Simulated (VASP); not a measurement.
# SiC (F-43m) in VASP: notebook

Runs on SiC. Level: PBE. Tasks: single point.

Program: VASP 6.6.1. These are calculated values, not measurements. Logs are shortened: lines on timing, memory, paths and dates and some standing lists are left out, and cuts for length are marked.

## Step 1: The cell of the first run

Symmetry: F-43m, No. 216, cubic system. The conventional cell has a = 4.206 Å, b = 4.206 Å, c = 4.206 Å, α = 90.00°, β = 90.00°, γ = 90.00°. Si (site symmetry -43m) has 4 C at 1.82 Å within 2.4 Å. Within 2.4 Å of C (site symmetry -43m) lie 4 Si at 1.82 Å.

## Step 2: Single point, PBE (volume changed by -10%)

INCAR

```
SYSTEM = SiC
PREC = Accurate ; ENCUT = 520
EDIFF = 1E-6 ; ISMEAR = 0
SIGMA = 0.01 ; LREAL = .False.
LASPH = .True. ; NELM = 60
ALGO = Normal ; ISIF = 2
LWAVE = .False. ; LCHARG = .False.
GGA = PE ; NBANDS = 11
```

KPOINTS

```
Automatic mesh
0
Gamma
  6 6 6
  0 0 0
```

POSCAR

```
SiC
1.0
    0.0000000000      2.1028872090      2.1028872090
    2.1028872090      0.0000000000      2.1028872090
    2.1028872090      2.1028872090      0.0000000000
Si C
1 1
Direct
    0.0000000000      0.0000000000      0.0000000000
    0.2500000000      0.2500000000      0.2500000000
```

Potentials or basis: VASP PAW PBE potentials, release 64 (Si, C).

Started as:

```bash
$ cat potpaw_PBE.64/Si/POTCAR potpaw_PBE.64/C/POTCAR > POTCAR
$ mpirun -np 1 vasp_std > vasp.out
```

OUTCAR:

```text
SYSTEM = SiC
   PREC = Accurate
   ENCUT = 520
   EDIFF = 1E-6
   ISMEAR = 0
   LREAL = .False.
   LASPH = .True.
   NELM = 60
   ISIF = 2
   GGA = PE

 ion  position               nearest neighbor table
   1  0.000  0.000  0.000-   2 1.82   2 1.82   2 1.82   2 1.82
   2  0.250  0.250  0.250-   1 1.82   1 1.82   1 1.82   1 1.82

  LATTYP: Found a face centered cubic cell.
 ALAT       =     4.2057744180

  Lattice vectors:

 A1 = (   0.0000000000,   2.1028872090,   2.1028872090)
 A2 = (   2.1028872090,   0.0000000000,   2.1028872090)
 A3 = (   2.1028872090,   2.1028872090,   0.0000000000)

Analysis of symmetry for initial positions (statically):
=====================================================================
 Subroutine PRICEL returns:
 Original cell was already a primitive cell.

 Routine SETGRP: Setting up the symmetry group for a
 face centered cubic supercell.

 Subroutine GETGRP returns: Found 24 space group operations
 (whereof 24 operations were pure point group operations)
 out of a pool of 48 trial point group operations.

The static configuration has the point symmetry T_d .

Analysis of symmetry for dynamics (positions and initial velocities):
=====================================================================
 Subroutine PRICEL returns:
 Original cell was already a primitive cell.

 Routine SETGRP: Setting up the symmetry group for a
 face centered cubic supercell.

 Subroutine GETGRP returns: Found 24 space group operations
 (whereof 24 operations were pure point group operations)
 out of a pool of 48 trial point group operations.

The dynamic configuration has the point symmetry T_d .

 Subroutine INISYM returns: Found 24 space group operations
 (whereof 24 operations are pure point group operations),
 and found     1 'primitive' translations

----------------------------------------------------------------------------------------

                                     Primitive cell

  volume of cell :      18.5985

  direct lattice vectors                    reciprocal lattice vectors
     0.000000000  2.102887209  2.102887209    -0.237768340  0.237768340  0.237768340
     2.102887209  0.000000000  2.102887209     0.237768340 -0.237768340  0.237768340
     2.102887209  2.102887209  0.000000000     0.237768340  0.237768340 -0.237768340

  length of vectors
     2.973931611  2.973931611  2.973931611     0.411826845  0.411826845  0.411826845

  position of ions in fractional coordinates (direct lattice)
     0.000000000  0.000000000  0.000000000
     0.250000000  0.250000000  0.250000000

  ion indices of the primitive-cell ions
   primitive index   ion index
                 1           1
                 2           2

----------------------------------------------------------------------------------------

 KPOINTS: Automatic mesh

Automatic generation of k-mesh.
 Grid dimensions read from file:
 generate k-points for:    6    6    6

 Generating k-lattice:

  Cartesian coordinates                     Fractional coordinates (reciprocal lattice)
    -0.039628057  0.039628057  0.039628057     0.166666667  0.000000000  0.000000000
     0.039628057 -0.039628057  0.039628057     0.000000000  0.166666667  0.000000000
     0.039628057  0.039628057 -0.039628057     0.000000000  0.000000000  0.166666667

  Length of vectors
     0.068637807  0.068637807  0.068637807

  Shift w.r.t. Gamma in fractional coordinates (k-lattice)
     0.000000000  0.000000000  0.000000000

 Subroutine IBZKPT returns following result:
 ===========================================

 Found     16 irreducible k-points:

 Following reciprocal coordinates:
            Coordinates               Weight
  0.000000  0.000000  0.000000      1.000000
  0.166667  0.000000  0.000000      8.000000
  0.333333  0.000000  0.000000      8.000000
  0.500000  0.000000  0.000000      4.000000
  0.166667  0.166667  0.000000      6.000000
  0.333333  0.166667  0.000000     24.000000
[... 8 lines left out ...]
 -0.333333  0.333333  0.166667     24.000000
 -0.333333  0.500000  0.166667     12.000000
   k-points           NKPTS =     16   k-points in BZ     NKDIM =     16   number of bands    NBANDS=     11
   number of dos      NEDOS =    301   number of ions     NIONS =      2
   total plane-waves  NPLWV =  13824
   dimension x,y,z NGX =    24 NGY =   24 NGZ =   24
   dimension x,y,z NGXF=    48 NGYF=   48 NGZF=   48
   ions per type =               1   1
   NGX,Y,Z   is equivalent  to a cutoff of  13.42, 13.42, 13.42 a.u.
   NGXF,Y,Z  is equivalent  to a cutoff of  26.83, 26.83, 26.83 a.u.
 SYSTEM =  SiC
   PREC   = accura    normal or accurate (medium, high low for compatibility)
   ISTART =      0    job   : 0-new  1-cont  2-samecut
   ICHARG =      2    charge: 1-file 2-atom 10-const
   ISPIN  =      1    spin polarized calculation?
   LNONCOLLINEAR =      F non collinear calculations
   LSORBIT =      F    spin-orbit coupling
   LASPH  =      T    aspherical Exc in radial PAW
   ENCUT  =  520.0 eV  38.22 Ry    6.18 a.u.   5.53  5.53  5.53*2*pi/ulx,y,z
   NELM   =     60;   NELMIN=  2; NELMDL= -5     # of ELM steps
   EDIFF  = 0.1E-05   stopping-criterion for ELM
   LREAL  =      F    real-space projection
   EDIFFG = 0.1E-04   stopping-criterion for IOM
   NSW    =      0    number of steps for IOM
   IBRION =     -1    ionic relax: 0-MD 1-quasi-New 2-CG
   NFREE  =      0    steps in history (QN), initial steepest desc. (CG)
   ISIF   =      2    stress and relaxation
   ISYM   =      2    0-nonsym 1-usesym 2-fastsym
   POTIM  = 0.5000    time-step for ionic-motion
   TEBEG  =    0.0;   TEEND  =   0.0 temperature during run
   PSTRESS=    0.0 pullay stress
   NELECT =       8.0000    total number of electrons
   NUPDOWN=      -1.0000    fix difference up-down
   EMIN   =  10.00;   EMAX   =-10.00  energy-range for DOS
   EFERMI =   0.00;   METHOD = LEGACY
   ISMEAR =     0;   SIGMA  =   0.01  broadening in eV -4-tet -1-fermi 0-gaus
   EFERMI_NEDOS =   21; number of points for ismear=-14 and -15
   IALGO  =     38    algorithm
   IMIX   =      4    mixing-type and parameters
     AMIX     =   0.40;   BMIX     =  1.00
     AMIX_MAG =   1.60;   BMIX_MAG =  1.00
  volume/ion in A,a.u.               =       9.30        62.75
  Fermi-wavevector in a.u.,A,eV,Ry     =   1.235792  2.335309 20.778584  1.527183
  Thomas-Fermi vector in A             =   2.370427
   LORBIT       =      0    0 simple, 1 ext, 2 COOP (PROOUT), +10 PAW based schemes
   GGA     = PE    functional components
   LHFCALC =     F    Hartree Fock is set to
   AEXX    =    0.0000 exact exchange contribution
   IVDW    =     0    specifies the selected vdW correction
   LEPSILON=     F    determine dielectric tensor
   LRPA    =     F    only Hartree local field effects (RPA)
 non-spin polarized calculation
 Gauss-broadening in eV      SIGMA  =   0.01
  energy-cutoff  :      520.00
  volume of cell :       18.60
 maximum number of plane-waves:       531
 NGX is ok and might be reduce to    24
   NGX = 11   NGY = 11   NGZ = 11

 number of electron       7.9999999 magnetization

 Free energy of the ion-electron system (eV)
  ---------------------------------------------------
  ext. energy  EPLUGINS =         0.00000000
  ---------------------------------------------------
  free energy    TOTEN  =       -14.82754574 eV

  energy without entropy =      -14.82754574  energy(sigma->0) =      -14.82754574

 E-fermi :   9.4914     XC(G=0): -11.8263

 val. band max:        9.3564492992   @ k =   0.0000   0.0000   0.0000
 cond. band min:      10.5997627867   @ k =   0.5000   0.5000   0.0000
 fundamental gap:      1.2433134875
 Fermi energy:         9.4913969529

 k-point     1 :       0.0000    0.0000    0.0000
  band No.  band energies     occupation
      1      -6.9121      2.00000
      2       9.3564      2.00000
      3       9.3564      2.00000
      4       9.3564      2.00000
      5      16.8530      0.00000
      6      17.4411      0.00000
      7      17.4411      0.00000
      8      17.4411      0.00000
      9      24.5029      0.00000
     10      24.5029      0.00000
     11      27.5042      0.00000

 k-point     2 :       0.1667    0.0000    0.0000
  band No.  band energies     occupation
      1      -6.3252      2.00000
      2       6.9081      2.00000
      3       9.0213      2.00000
      4       9.0213      2.00000
      5      16.6649      0.00000
      6      17.9702      0.00000
      7      17.9702      0.00000
      8      18.7608      0.00000
      9      22.8380      0.00000
     10      22.8380      0.00000
     11      25.9025      0.00000

 k-point     3 :       0.3333    0.0000    0.0000
  band No.  band energies     occupation
      1      -4.6504      2.00000
      2       2.8412      2.00000
      3       8.4978      2.00000
      4       8.4978      2.00000
      5      16.0139      0.00000
      6      17.5499      0.00000
      7      17.5499      0.00000
      8      20.0601      0.00000
      9      24.4392      0.00000
     10      24.4392      0.00000
     11      25.8127      0.00000

 k-point     4 :       0.5000    0.0000    0.0000
  band No.  band energies     occupation
      1      -2.9298      2.00000
      2       0.2088      2.00000
      3       8.2855      2.00000
      4       8.2855      2.00000
      5      15.7820      0.00000
      6      17.0218      0.00000
      7      17.0218      0.00000
      8      20.0053      0.00000
      9      26.9286      0.00000
     10      27.7350      0.00000
     11      27.7350      0.00000
[... 127 lines left out ...]
 k-point    14 :       0.5000    0.3333    0.1667
  band No.  band energies     occupation
      1      -3.2403      2.00000
      2       3.2031      2.00000
      3       4.9784      2.00000
      4       6.7792      2.00000
      5      14.4443      0.00000
      6      17.7389      0.00000
      7      18.8649      0.00000
      8      22.0506      0.00000
      9      23.8276      0.00000
     10      27.2871      0.00000
     11      31.4060      0.00000

 k-point    15 :      -0.3333    0.3333    0.1667
  band No.  band energies     occupation
      1      -1.7488      2.00000
      2       1.5838      2.00000
      3       4.3568      2.00000
      4       5.9886      2.00000
      5      14.6475      0.00000
      6      18.0188      0.00000
      7      20.7294      0.00000
      8      21.3801      0.00000
      9      23.5495      0.00000
     10      26.8918      0.00000
     11      32.1112      0.00000

 k-point    16 :      -0.3333    0.5000    0.1667
  band No.  band energies     occupation
      1      -1.1582      2.00000
      2       1.8197      2.00000
      3       4.4648      2.00000
      4       4.5956      2.00000
      5      13.4534      0.00000
      6      17.0686      0.00000
      7      21.1408      0.00000
      8      22.7023      0.00000
      9      24.8611      0.00000
     10      28.2098      0.00000
     11      32.4578      0.00000

------------------------ aborting loop because EDIFF is reached ----------------------------------------

  FORCE on cell =-STRESS in cart. coord.  units (eV):
  Direction    XX          YY          ZZ          XY          YZ          ZX
  --------------------------------------------------------------------------------------
  -------------------------------------------------------------------------------------
  Total        3.7921263      3.7921263      3.7921263     -0.0000000     -0.0000000      0.0000000
  in kB      326.6746596    326.6746596    326.6746596     -0.0000000     -0.0000000      0.0000000
  external PRESSURE =     326.6746596 kB  Pullay stress =       0.0000000 kB

 VOLUME and BASIS-vectors are now :
 -----------------------------------------------------------------------------
  energy-cutoff  :      520.00
  volume of cell :       18.60
      direct lattice vectors                 reciprocal lattice vectors
     0.000000000  2.102887209  2.102887209    -0.237768340  0.237768340  0.237768340
     2.102887209  0.000000000  2.102887209     0.237768340 -0.237768340  0.237768340
     2.102887209  2.102887209  0.000000000     0.237768340  0.237768340 -0.237768340

 POSITION                                       TOTAL-FORCE (eV/Angst)
 -----------------------------------------------------------------------------------
      0.00000      0.00000      0.00000        -0.000000     -0.000000      0.000000
      1.05144      1.05144      1.05144         0.000000      0.000000     -0.000000
 -----------------------------------------------------------------------------------
    total drift:                                0.000000      0.000000      0.000000

  FREE ENERGIE OF THE ION-ELECTRON SYSTEM (eV)
  ---------------------------------------------------
  free  energy   TOTEN  =       -14.8275457408 eV

  energy  without entropy=      -14.8275457408  energy(sigma->0) =      -14.82754574
```

Run time: 4.9 s. Hardware: 1 thread of AMD EPYC 9R45 (Zen 5), shared host; peak memory 0.1 GiB.

What came out:

```
Free energy            : -14.8275 eV
Pressure               : 32.7 GPa
Band gap on the k mesh : 1.24 eV, indirect (least direct gap 4.63 eV)
```

Caveat: the k points lie up to 0.43 Å⁻¹ apart; the cell differs from its parent crystal (volume changed by -10%). A k mesh can miss the band edges.

## Step 3: Single point, PBE

This run uses another cell than the first one, of 10.33 Å³/atom, 1.111 times its volume.

INCAR

```
SYSTEM = SiC
ALGO = Normal
EDIFF = 1E-6
ENCUT = 520
GGA = PE
ISIF = 2
ISMEAR = 0
LASPH = .TRUE.
LCHARG = .TRUE.
LELF = .TRUE.
LREAL = .FALSE.
LVHAR = .TRUE.
LWAVE = .FALSE.
NBANDS = 11
NELM = 60
PREC = Accurate
SIGMA = 0.01
```

KPOINTS

```
k-points
0
G
  6 6 6
  0 0 0
```

POSCAR

```
SiC
1.0
    0.0000000000      2.1780531640      2.1780531640
    2.1780531640      0.0000000000      2.1780531640
    2.1780531640      2.1780531640      0.0000000000
Si C
1 1
Direct
    0.0000000000      0.0000000000      0.0000000000
    0.2500000000      0.2500000000      0.2500000000
```

Potentials or basis: VASP PAW PBE potentials, release 64 (Si, C).

Started as:

```bash
$ cat potpaw_PBE.64/Si/POTCAR potpaw_PBE.64/C/POTCAR > POTCAR
$ mpirun -np 1 vasp_std > vasp.out
```

It took 6.4 s on 1 thread of AMD EPYC 9R45 (Zen 5), shared host; peak memory 0.1 GiB.

It converged, with:

```
Free energy            : -15.0465 eV
Pressure               : 3.5 GPa
Band gap on the k mesh : 1.35 eV, indirect (least direct gap 4.54 eV)
```

Levels at points of the mesh, in eV from the valence-band top:
```
           k point  band 1  band 2  band 3  band 4  band 5  band 6  band 7  band 8
(0.00, 0.00, 0.00)  -15.42    0.00    0.00    0.00    6.25    7.31    7.31    7.31
(0.50, 0.00, 0.00)  -11.84   -8.55   -1.05   -1.05    5.44    7.23    7.23   10.06
(0.50, 0.50, 0.00)  -10.39   -7.80   -3.19   -3.19    1.35    4.32   14.05   14.05
```

## Step 4: Single point, PBE (volume changed by -5%)

INCAR

```
SYSTEM = SiC
ALGO = Normal ; EDIFF = 1E-6
ENCUT = 520 ; GGA = PE
ISIF = 2 ; ISMEAR = 0
LASPH = .TRUE. ; LCHARG = .FALSE.
LREAL = .FALSE. ; LWAVE = .FALSE.
NBANDS = 11 ; NELM = 100
PREC = Accurate ; SIGMA = 0.01
```

KPOINTS is that of step 3.

POSCAR

```
SiC
1.0
    0.0000000000      2.1411298756      2.1411298756
    2.1411298756      0.0000000000      2.1411298756
    2.1411298756      2.1411298756      0.0000000000
Si C
1 1
Direct
    0.0000000000      0.0000000000      0.0000000000
    0.2500000000      0.2500000000      0.2500000000
```

Started as:

```bash
$ cat potpaw_PBE.64/Si/POTCAR potpaw_PBE.64/C/POTCAR > POTCAR
$ mpirun -np 1 vasp_std > vasp.out
```

Wall time 6 s (1 thread of AMD EPYC 9R45 (Zen 5), shared host); peak memory 0.09 GiB.

The run converged. Its results:

| Quantity | Value |
| --- | --- |
| Free energy | -14.9838 eV |
| Pressure | 16.3 GPa |
| Band gap on the k mesh | 1.30 eV, indirect (least direct gap 4.59 eV) |

Levels at points of the mesh, in eV from the valence-band top:
```tsv
k point	band 1	band 2	band 3	band 4	band 5	band 6	band 7	band 8
(0.00, 0.00, 0.00)	-15.83	0.00	0.00	0.00	6.85	7.68	7.68	7.68
(0.50, 0.00, 0.00)	-12.06	-8.83	-1.06	-1.06	5.91	7.44	7.44	10.34
(0.50, 0.50, 0.00)	-10.55	-7.97	-3.29	-3.29	1.30	4.50	14.65	14.65
```

Caveat: the k points lie up to 0.42 Å⁻¹ apart; the cell differs from its parent crystal (volume changed by -5%). A k mesh can miss the band edges.

## Step 5: Single point, PBE (volume changed by +5%)

INCAR

```
PREC = Accurate
ENCUT = 520
EDIFF = 1E-6
ISMEAR = 0
SIGMA = 0.01
LREAL = F
LASPH = T
NELM = 60
ALGO = Normal
ISIF = 2
LWAVE = F
LCHARG = T
GGA = PE
LELF = T
LVHAR = T
NBANDS = 11
```

KPOINTS

```
regular mesh
0
Gamma
  6 6 6
```

POSCAR

```
SiC
1.0
    0.0000000000      2.2137653009      2.2137653009
    2.2137653009      0.0000000000      2.2137653009
    2.2137653009      2.2137653009      0.0000000000
Si C
1 1
Direct
    0.0000000000      0.0000000000      0.0000000000
    0.2500000000      0.2500000000      0.2500000000
```

Started as:

```bash
$ cat potpaw_PBE.64/Si/POTCAR potpaw_PBE.64/C/POTCAR > POTCAR
$ mpirun -np 1 vasp_std > vasp.out
```

It took 5.4 s on 1 thread of AMD EPYC 9R45 (Zen 5), shared host; peak memory 0.1 GiB.

It converged, with:

- Free energy: -15.0360 eV
- Pressure: -6.5 GPa
- Band gap on the k mesh: 1.39 eV, indirect (least direct gap 4.49 eV)

Levels at points of the mesh, in eV from the valence-band top:
| k point | band 1 | band 2 | band 3 | band 4 | band 5 | band 6 | band 7 | band 8 | band 9 |
| --- | --- | --- | --- | --- | --- | --- | --- | --- | --- |
| (0.00, 0.00, 0.00) | -15.04 | 0.00 | 0.00 | 0.00 | 5.68 | 6.98 | 6.98 | 6.98 | 14.23 |
| (0.50, 0.00, 0.00) | -11.64 | -8.28 | -1.04 | -1.04 | 5.01 | 7.03 | 7.03 | 9.79 | 15.64 |
| (0.50, 0.50, 0.00) | -10.24 | -7.65 | -3.10 | -3.10 | 1.39 | 4.15 | 13.48 | 13.48 | 14.17 |

Caveat: the cell differs from its parent crystal (volume changed by +5%). A k mesh can miss the band edges.

## Step 6: Single point, PBE (volume changed by +10%)

INCAR

```
SYSTEM = SiC
PREC = Accurate
ENCUT = 520
EDIFF = 1E-6
ISMEAR = 0
SIGMA = 0.01
LREAL = .False.
LASPH = .True.
NELM = 100
ALGO = Normal
ISIF = 2
LWAVE = .False.
LCHARG = .True.
GGA = PE
LELF = .True.
LVHAR = .True.
NBANDS = 11
```

KPOINTS

```
regular mesh
0
Gamma
  6 6 6
  0 0 0
```

POSCAR

```
SiC
1.0
    0.0000000000      2.2483609716      2.2483609716
    2.2483609716      0.0000000000      2.2483609716
    2.2483609716      2.2483609716      0.0000000000
Si C
1 1
Direct
    0.0000000000      0.0000000000      0.0000000000
    0.2500000000      0.2500000000      0.2500000000
```

Potentials or basis: VASP PAW PBE potentials, release 64 (Si, C).

Started as:

```bash
$ cat potpaw_PBE.64/Si/POTCAR potpaw_PBE.64/C/POTCAR > POTCAR
$ mpirun -np 1 vasp_std > vasp.out
```

Run time: 6.5 s. Hardware: 1 thread of AMD EPYC 9R45 (Zen 5), shared host; peak memory 0.1 GiB.

It converged, with:

```
Free energy            : -14.9679 eV
Pressure               : -14.4 GPa
Band gap on the k mesh : 1.43 eV, indirect (least direct gap 4.44 eV)
```

Levels at points of the mesh, in eV from the valence-band top:
| k point | band 2 | band 3 | band 4 | band 5 | band 6 | band 7 |
| --- | --- | --- | --- | --- | --- | --- |
| (0.00, 0.00, 0.00) | 0.00 | 0.00 | 0.00 | 5.14 | 6.68 | 6.68 |
| (0.50, 0.00, 0.00) | -8.04 | -1.03 | -1.03 | 4.60 | 6.85 | 6.85 |
| (0.50, 0.50, 0.00) | -7.52 | -3.00 | -3.00 | 1.43 | 4.00 | 12.96 |

Caveat: the cell differs from its parent crystal (volume changed by +10%).

## Step 7: Summary

| cell | gap on the mesh (eV) | pressure (GPa) |
| --- | --- | --- |
| a = 2.974 Å, angles 60.0°, 2 atoms | 1.24 | 32.7 |
| a = 3.080 Å, angles 60.0°, 2 atoms | 1.35 | 3.5 |
| a = 3.028 Å, angles 60.0°, 2 atoms | 1.30 | 16.3 |
| a = 3.131 Å, angles 60.0°, 2 atoms | 1.39 | -6.5 |
| a = 3.180 Å, angles 60.0°, 2 atoms | 1.43 | -14.4 |

Alike in all rows: task single point; level PBE; potentials or basis VASP PAW PBE potentials, release 64 (Si, C); no spin polarisation; k mesh 6 × 6 × 6; cutoff (eV) 520; smearing gaussian 0.01 eV.

Caveats: some runs use coarse meshes.

Absolute energies hang on the potentials; compare differences alone.
